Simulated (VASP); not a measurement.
F, 1 atom in the cell. Symmetry: Pm-3m, No. 221, cubic system. The conventional cell has a = 1.945 Å, b = 1.945 Å, c = 1.945 Å, α = 90.00°, β = 90.00°, γ = 90.00°. Within 2.6 Å of F (site symmetry m-3m) lie 6 F at 1.95 Å.  This cell differs from its parent crystal: volume scaled by 0.7.

```yaml
Program: VASP 6.6.1
Task: single point
Functional: PBE
Potentials_or_basis: VASP PAW PBE potentials, release 64 (F)
Cutoff: 520 eV
k_mesh: 17 × 17 × 17
Occupations: fermi-dirac, width 0.05 eV
Spin: no spin polarisation
Dipole_correction: no
Further_INCAR_settings: ALGO = Normal; EDIFF = 1e-06; NBANDS = 10
```

Potentials or basis: VASP PAW PBE potentials, release 64 (F).

Command:

```sh
$ cat potpaw_PBE.64/F/POTCAR > POTCAR
$ mpirun -np 1 vasp_std > vasp.out
```

Hardware: 1 thread of Intel(R) Xeon(R) Platinum 8375C CPU @ 2.90GHz (Ice Lake), on a shared host.

Q: How long does it take, and how much memory?

A: It took 3 s on 1 thread of Intel(R) Xeon(R) Platinum 8375C CPU @ 2.90GHz (Ice Lake) (shared host), peak memory 0.11 GiB. Counts: scf iterations 10, k points 165.
